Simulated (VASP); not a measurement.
N2, 2 atoms in the cell. The cell holds a molecule in a box, 2 atoms: a = 12.000 Å, b = 12.000 Å, c = 12.000 Å, α = 90.00°, β = 90.00°, γ = 90.00°. 

| Property | Result |
| --- | --- |
| Program | VASP 6.6.1 |
| Task | single point |
| Functional | PBE |
| Potentials or basis | VASP PAW PBE potentials, release 64 (N_h) |
| Cutoff | 1000 eV |
| k mesh | 1 × 1 × 1 |
| Occupations | gaussian, width 0.01 eV |
| Spin | no spin polarisation |
| Dipole correction | no |
| Further INCAR settings | ALGO = Normal; EDIFF = 1e-06; NBANDS = 12; NELMDL = -8 |

Potentials or basis: VASP PAW PBE potentials, release 64 (N_h).

Launch:

```bash
$ cat potpaw_PBE.64/N_h/POTCAR > POTCAR
$ mpirun -np 1 vasp_gam > vasp.out
```

Hardware: 1 thread of Intel(R) Xeon(R) Platinum 8259CL CPU @ 2.50GHz (Skylake/Cascade Lake), with other jobs on the host.

Estimate the wall time of this run.

Wall time 7 min on 1 thread of Intel(R) Xeon(R) Platinum 8259CL CPU @ 2.50GHz (Skylake/Cascade Lake), with other jobs on the host, peak memory 2.5 GiB. Counts: scf iterations 23, k points 1.
